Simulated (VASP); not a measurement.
## TiN (Osbornite): single point with LDA

TiN (Osbornite):

```xyz
2
Lattice="0.0000 2.0861 2.0861 2.0861 0.0000 2.0861 2.0861 2.0861 0.0000" Properties=species:S:1:pos:R:3 pbc="T T T"
Ti    0.0000    0.0000    0.0000
N     2.0861    2.0861    2.0861
```

```json
{
 "Program": "VASP 6.6.1",
 "Task": "single point",
 "Functional": "LDA",
 "Potentials or basis": "VASP PAW LDA potentials, release 64 (Ti_sv, N_h)",
 "Cutoff": "910 eV",
 "k mesh": "13 × 13 × 13",
 "Occupations": "fermi-dirac, width 0.1 eV",
 "Spin": "no spin polarisation",
 "Dipole correction": "no",
 "Second run": "hard_potentials",
 "Further INCAR settings": "ALGO = Normal; EDIFF = 1e-06; NBANDS = 16"
}
```

| Property | Result |
| --- | --- |
| Pressure | 0.8 GPa |

Levels at points of the mesh, in eV from the Fermi level:
| k point | band 5 | band 6 | band 7 | band 8 | band 9 | band 10 | band 11 | band 12 | band 13 | band 14 |
| --- | --- | --- | --- | --- | --- | --- | --- | --- | --- | --- |
| (0.00, 0.00, 0.00) | -17.13 | -2.06 | -2.06 | -2.06 | -0.69 | -0.69 | -0.69 | 0.60 | 0.60 | 6.14 |

Wall time 82 s on 1 thread of Intel(R) Xeon(R) Platinum 8488C (Sapphire Rapids) (shared host), peak memory 0.19 GiB.

Caveat: the cutoff is under 1.25 times the usual one of these potentials, so pressure, stress and relaxed cells hold a basis-set (Pulay) error.
